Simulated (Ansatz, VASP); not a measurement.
**One calculation of Be, two programs**

File INCAR:

```
SYSTEM = Be
  ALGO = Normal
  EDIFF = 1E-6
  EDIFFG = -0.01
  ENCUT = 600
  GGA = PS
  IBRION = 2
  ISIF = 3
  ISMEAR = 0
  LASPH = .True.
  LCHARG = .False.
  LREAL = .False.
  LWAVE = .False.
  NELM = 60
  NSW = 100
  PREC = Accurate
  SIGMA = 0.1
```

Contents of KPOINTS:

```
k-points
0
Gamma
  30 30 30
  0 0 0
```

POSCAR

```
Be
1.0
    0.0000000000      1.5730536306      1.5730536306
    1.5730536306      0.0000000000      1.5730536306
    1.5730536306      1.5730536306      0.0000000000
Be
1
Direct
    0.0000000000      0.0000000000      0.0000000000
```

Input for Ansatz:

```yaml
crystal:
  lattice:
    - [0.0, 1.5730536306, 1.5730536306]
    - [1.5730536306, 0.0, 1.5730536306]
    - [1.5730536306, 1.5730536306, 0.0]
  atoms:
    - { symbol: Be, position: [0.0, 0.0, 0.0] }
basis:
  ecutwfc: 420
kpoints:
  mp_grid: { grid: [30, 30, 30] }
hamiltonian:
  xc: pbesol
scf:
  occupations: { method: gaussian, width: 0.1 }
output:
  forces: true
  stress: true
  eigenvalues: true
relax:
  adjacent_minimum: "off"
  f_tol: 0.01
  max_steps: 80
  cell: { stress_tol: 0.05 }
```

Alike in both runs: task relaxation of cell and atoms; functional PBEsol; k mesh 30 × 30 × 30; occupations gaussian, width 0.1 eV; no spin polarisation.

|  | VASP | Ansatz |
| --- | --- | --- |
| version | VASP 6.6.1 | Ansatz 0.2.0 |
| potentials or method | VASP PAW PBE potentials, release 64 (Be), cutoff 600 eV | scalar-relativistic, plane waves, PAW |
| valence electrons in the cell | 2 | 2 |

```csv
,VASP,Ansatz,Ansatz less VASP
"gap on the k mesh at the Fermi level, each at its own relaxed structure (eV)",none,none,-
relaxed volume (Å³/atom),7.81,7.79,-0.021
relaxed length of the cell vector where the two differ most in proportion (Å),2.227,2.225,-0.0020
```

VASP's potentials were made for PBE, not for PBEsol. A gap of «none» marks a metal or a gap that the smearing closes.
